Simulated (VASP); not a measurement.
The system is KBr.

```
K Br
1.0
     3.97587    0.00000    0.00000
     0.00000    3.97587    0.00000
     0.00000    0.00000    3.97587
K Br
1 1
Direct
  0.00000 0.00000 0.00000
  0.50000 0.50000 0.50000
```

Base run:

- Program: VASP 6.6.1
- Functional: HSE06
- Potentials or basis: VASP PAW PBE potentials, release 64 (K_sv, Br)
- Cutoff: 520 eV
- k mesh: 4 × 4 × 4
- Occupations: gaussian, width 0.01 eV
- Spin: no spin polarisation

Its results: band gap on the k mesh 5.19 eV, indirect (least direct gap 5.49 eV); pressure 0.5 GPa.

The run is repeated on the same cell with these changes: functional from HSE06 to PBE. What comes out?

Band gap on the k mesh 4.02 eV, indirect (least direct gap 4.30 eV); pressure 0.9 GPa.

HSE06 gives the wider gap, since exact exchange removes part of the self-interaction.

Caveats: the PAW data sets were made with another functional, which shifts forces and pressure a little (some runs).

A k mesh can miss the band edges.
